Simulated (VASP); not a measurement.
Y3NbO:

```
Y Nb O
1.0
     5.03236    0.00000    0.00000
    -2.51618    4.35816    0.00000
     0.00000    0.00000    5.21031
Y Nb O
3 1 1
Direct
  0.46718 0.00000 0.50000
  0.00000 0.46718 0.50000
  0.53282 0.53282 0.50000
  0.00000 0.00000 0.50000
  0.00000 0.00000 0.00000
```

The cell was built from a structure type or drawn by symmetry, and may not be a known phase.

* Program: VASP 6.6.1
* Task: relaxation of cell and atoms
* Functional: PBE
* Potentials or basis: VASP PAW PBE potentials, release 64 (Y_sv, Nb_sv, O)
* Cutoff: 600 eV
* k mesh: 6 × 6 × 4
* Occupations: gaussian, width 0.1 eV
* Spin: no spin polarisation

At the start: pressure 30.3 GPa; volume 22.85 Å³/atom.

**Question.** Where does the relaxation end?

**Answer.** Over 18 steps the energy falls by 2520.9 meV/atom and the volume is 28.68 Å³/atom (+25.5 %); space group P-62m (No. 189, to 0.1 Å) before, P6/mmm (No. 191, to 0.1 Å).

Step by step:
| step | energy change (eV) | largest force (eV/Å) | pressure (GPa) | volume (Å³) |
| --- | --- | --- | --- | --- |
| 1 | 0.0000 | 0.7281 | 30.26 | 114.27 |
| 2 | -9.8067 | 0.0282 | -10.03 | 189.19 |
| 3 | -9.6738 | 0.0063 | -7.03 | 173.82 |
| 4 | -9.8106 | 0.0157 | -8.44 | 180.25 |
| 5 | -12.0571 | 0.1589 | 2.52 | 147.10 |
| 6 | -12.4209 | 0.1570 | -3.14 | 154.34 |
| 7 | -12.4223 | 0.1578 | -2.81 | 153.80 |
| 8 | -12.5637 | 0.1821 | 0.31 | 143.14 |
| 9 | -12.5637 | 0.1822 | 0.29 | 143.13 |
| 10 | -12.5679 | 0.1655 | -0.22 | 143.76 |
| 11 | -12.5679 | 0.1676 | -0.17 | 143.69 |
| 12 | -12.5731 | 0.1530 | -0.14 | 143.62 |
| 13 | -12.5859 | 0.1132 | -0.03 | 143.40 |
| 14 | -12.6007 | 0.0453 | 0.18 | 142.97 |
| 15 | -12.5942 | 0.0702 | 0.66 | 142.10 |
| 16 | -12.6037 | 0.0074 | 0.33 | 142.67 |
| 17 | -12.5973 | 0.0101 | -0.98 | 145.63 |
| 18 | -12.6046 | 0.0028 | -0.01 | 143.41 |

Final structure:
```xyz
5
Lattice="6.5708 0.0000 0.0000 -3.2854 5.6905 0.0000 0.0000 0.0000 3.8353" Properties=species:S:1:pos:R:3 pbc="T T T"
Y     3.2824    0.0000    1.9177
Y    -1.6412    2.8426    1.9177
Y     1.6442    2.8479    1.9177
Nb    0.0000    0.0000    1.9177
O     0.0000    0.0000    0.0000
```

Caveat: the volume moved by over 15 % at a fixed basis, so the end points are rough.
